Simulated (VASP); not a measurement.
# Mg5Te in VASP: a series of runs, part 2 of 2

VASP 6.6.1.

**3. Single point, PBE**

This run uses another cell than the first one, of 28.06 Å³/atom.

INCAR

```
SYSTEM = Mg5Te
PREC = Accurate ; ENCUT = 520
EDIFF = 1E-6 ; ISMEAR = 0
SIGMA = 0.1 ; LREAL = .FALSE.
LASPH = .TRUE. ; NELM = 100
ALGO = Fast ; ISIF = 2
LWAVE = .FALSE. ; LCHARG = .TRUE.
GGA = PE ; LELF = .TRUE.
LVHAR = .TRUE. ; NBANDS = 17
```

KPOINTS

```
regular mesh
0
G
  8 8 8
  0 0 0
```

POSCAR

```
Mg5Te
1.0
   -3.0105485834      3.0105323142      4.6438117279
    3.0105485834     -3.0105323142      4.6438117279
    3.0105485834      3.0105323142     -4.6438117279
Mg Te
5 1
Direct
    0.5000000000      0.0000000000      0.5000000000
    0.5000000000      0.0000000000      0.0000000000
    0.0000000000      0.0000000000      0.5000000000
    0.5000000000      0.5000000000      0.5000000000
    0.0000000000      0.5000000000      0.0000000000
    0.0000000000      0.5000000000      0.5000000000
```

Potentials or basis: VASP PAW PBE potentials, release 64 (Mg, Te).

On the command line:

```bash
cat potpaw_PBE.64/Mg/POTCAR potpaw_PBE.64/Te/POTCAR > POTCAR
mpirun -np 1 vasp_std > vasp.out
```

OUTCAR:

```text
SYSTEM = Mg5Te
   PREC = Accurate
   ENCUT = 520
   EDIFF = 1E-6
   ISMEAR = 0
   LREAL = .FALSE.
   LASPH = .TRUE.
   NELM = 100
   ISIF = 2
   GGA = PE

 ion  position               nearest neighbor table
   1  0.500  0.000  0.500-   2 3.15   3 3.15   4 3.15   5 3.15   2 3.15   4 3.15   3 3.15   5 3.15

   2  0.500  0.000  0.000-   3 3.01   3 3.01   4 3.01   4 3.01   1 3.15   1 3.15   6 3.15   6 3.15

   3  0.000  0.000  0.500-   2 3.01   2 3.01   5 3.01   5 3.01   6 3.15   1 3.15   1 3.15   6 3.15

[... 695 lines left out ...]
  -------------------------------------------------------------------------------------
  Total       -0.0948623     -0.0948612     -0.0427687     -0.0000000      0.0000000      0.0000000
  in kB       -0.9027772     -0.9027674     -0.4070172     -0.0000000      0.0000000      0.0000000
  external PRESSURE =      -0.7375206 kB  Pullay stress =       0.0000000 kB

 VOLUME and BASIS-vectors are now :
 -----------------------------------------------------------------------------
  energy-cutoff  :      520.00
  volume of cell :      168.35
      direct lattice vectors                 reciprocal lattice vectors
    -3.010548583  3.010532314  4.643811728     0.000000000  0.166083585  0.107670170
     3.010548583 -3.010532314  4.643811728     0.166082688  0.000000000  0.107670170
     3.010548583  3.010532314 -4.643811728     0.166082688  0.166083585  0.000000000

 POSITION                                       TOTAL-FORCE (eV/Angst)
 -----------------------------------------------------------------------------------
      0.00000      3.01053      0.00000         0.000000      0.000000      0.000000
     -1.50527      1.50527      2.32191         0.000000     -0.000000      0.000000
      1.50527      1.50527     -2.32191        -0.000000     -0.000000      0.000000
      1.50527      1.50527      2.32191         0.000000      0.000000     -0.000000
      1.50527     -1.50527      2.32191         0.000000      0.000000     -0.000000
      3.01055      0.00000      0.00000         0.000000      0.000000      0.000000
 -----------------------------------------------------------------------------------
    total drift:                               -0.000000     -0.000000     -0.000000

  FREE ENERGIE OF THE ION-ELECTRON SYSTEM (eV)
  ---------------------------------------------------
  free  energy   TOTEN  =       -10.3105875446 eV

  energy  without entropy=      -10.3016633008  energy(sigma->0) =      -10.30612542
```

OSZICAR:

```text
N       E                     dE             d eps       ncg     rms          rms(c)
DAV:   1     0.316052262903E+02    0.31605E+02   -0.48067E+03  2006   0.695E+02
DAV:   2    -0.756078067970E+01   -0.39166E+02   -0.35387E+02  2626   0.929E+01
DAV:   3    -0.104473427463E+02   -0.28866E+01   -0.28572E+01  2610   0.229E+01
DAV:   4    -0.105036730002E+02   -0.56330E-01   -0.56309E-01  2806   0.373E+00
DAV:   5    -0.105041729248E+02   -0.49992E-03   -0.49992E-03  2721   0.313E-01    0.487E+00
RMM:   6    -0.103431535496E+02    0.16102E+00   -0.19669E-01  2020   0.130E+00    0.275E+00
RMM:   7    -0.103166137464E+02    0.26540E-01   -0.96295E-02  2131   0.103E+00    0.797E-01
RMM:   8    -0.103113626276E+02    0.52511E-02   -0.17123E-02  2122   0.511E-01    0.102E-01
RMM:   9    -0.103105764054E+02    0.78622E-03   -0.20463E-03  2371   0.195E-01    0.446E-02
RMM:  10    -0.103105891686E+02   -0.12763E-04   -0.35061E-04  2508   0.934E-02    0.395E-02
RMM:  11    -0.103105881001E+02    0.10685E-05   -0.38045E-05  2529   0.381E-02    0.175E-02
RMM:  12    -0.103105875446E+02    0.55550E-06   -0.80768E-06  2530   0.173E-02
   1 F= -.10310588E+02 E0= -.10306125E+02  d E =-.892424E-02
```

Wall time 85 s (1 thread of Intel Xeon 6975P-C (Granite Rapids), shared host); peak memory 0.41 GiB.

What came out:

```
Free energy            : -10.3106 eV
Pressure               : -0.1 GPa
Band gap on the k mesh : zero (bands 8 and 9 overlap by 1.38 eV)
```

Levels at points of the mesh, in eV from the Fermi level:
```tsv
k point	band 4	band 5	band 6	band 7	band 8	band 9	band 10	band 11	band 12	band 13
(0.00, 0.00, 0.00)	-2.76	-2.76	-0.75	-0.75	-0.64	-0.36	0.69	0.88	0.88	2.12
(0.50, 0.00, 0.00)	-3.37	-2.98	-1.46	-0.81	-0.69	-0.08	1.50	1.65	2.48	3.07
(0.50, 0.50, 0.00)	-3.76	-3.15	-2.54	-0.46	0.08	1.16	1.25	2.64	3.45	3.62
(0.50, 0.50, 0.50)	-3.52	-3.35	-1.11	-0.58	0.87	0.87	1.37	2.21	2.21	3.15
```

Caveat: spin-orbit coupling is left out, which moves the levels of the heavy elements.

**4. Single point, PBE**

This run uses another cell than the first one, of 28.08 Å³/atom.

INCAR

```
PREC     = Accurate       # precision mode
ENCUT    = 520            # plane-wave cutoff, eV
EDIFF    = 1E-6           # SCF threshold, eV
ISMEAR   = 0              # smearing method
SIGMA    = 0.1            # smearing width, eV
LREAL    = False          # projectors in reciprocal space
LASPH    = True           # aspherical terms in the spheres
NELM     = 80             # most SCF steps
ALGO     = Fast           # electronic algorithm
ISIF     = 2              # what is computed and relaxed
LWAVE    = False          # write WAVECAR
LCHARG   = False          # write CHGCAR
GGA      = PE             # functional
NBANDS   = 17             # bands
```

KPOINTS

```
regular mesh
0
Gamma
  10 10 10
```

Edit POSCAR of step 3 so:

```diff
@@ -2,5 +2,5 @@
 1.0
-   -3.0105485834      3.0105323142      4.6438117279
-    3.0105485834     -3.0105323142      4.6438117279
-    3.0105485834      3.0105323142     -4.6438117279
+   -3.0131200411      3.0131121173      4.6392080807
+    3.0131200411     -3.0131121173      4.6392080807
+    3.0131200411      3.0131121173     -4.6392080807
 Mg Te
```

On the command line:

```bash
cat potpaw_PBE.64/Mg/POTCAR potpaw_PBE.64/Te/POTCAR > POTCAR
mpirun -np 1 vasp_std > vasp.out
```

It took 2.2 min on 1 thread of Intel Xeon 6975P-C (Granite Rapids), shared host; peak memory 0.51 GiB.

Results (log left out):

```
Free energy            : -10.3035 eV
Pressure               : -0.1 GPa
Band gap on the k mesh : zero (bands 8 and 9 overlap by 1.33 eV)
```

Levels at points of the mesh, in eV from the Fermi level:
| k point | band 4 | band 5 | band 6 | band 7 | band 8 | band 9 | band 10 | band 11 | band 12 | band 13 |
| --- | --- | --- | --- | --- | --- | --- | --- | --- | --- | --- |
| (0.00, 0.00, 0.00) | -2.74 | -2.74 | -0.73 | -0.73 | -0.61 | -0.33 | 0.72 | 0.89 | 0.89 | 2.15 |
| (0.50, 0.00, 0.00) | -3.34 | -2.96 | -1.44 | -0.78 | -0.67 | -0.06 | 1.52 | 1.68 | 2.51 | 3.08 |
| (0.50, 0.50, 0.00) | -3.74 | -3.13 | -2.52 | -0.43 | 0.11 | 1.19 | 1.26 | 2.67 | 3.46 | 3.64 |
| (0.50, 0.50, 0.50) | -3.50 | -3.33 | -1.08 | -0.56 | 0.89 | 0.89 | 1.40 | 2.23 | 2.23 | 3.17 |

Caveat: spin-orbit coupling is left out, which moves the levels of the heavy elements.

**5. Summary**

| cell | k mesh | gap on the mesh (eV) | pressure (GPa) |
| --- | --- | --- | --- |
| a = 6.058, b = 6.058, c = 7.539 Å, angles 128.3, 128.3, 67.7°, 6 atoms, atomic positions A | 4 × 4 × 4 | none | -0.2 |
| a = 6.300 Å, angles 122.9, 122.9, 85.0°, 6 atoms, atomic positions B | 8 × 8 × 8 | none | -0.1 |
| a = 6.299 Å, angles 122.8, 122.8, 85.1°, 6 atoms, atomic positions B | 10 × 10 × 10 | none | -0.1 |

Alike in all rows: task single point; level PBE; potentials or basis VASP PAW PBE potentials, release 64 (Mg, Te); no spin polarisation; cutoff (eV) 520; smearing gaussian 0.1 eV.

Caveats: spin-orbit coupling is left out, which moves the levels of the heavy elements.

Total energies depend on the potentials used, so only differences within one code and one set of settings carry meaning.
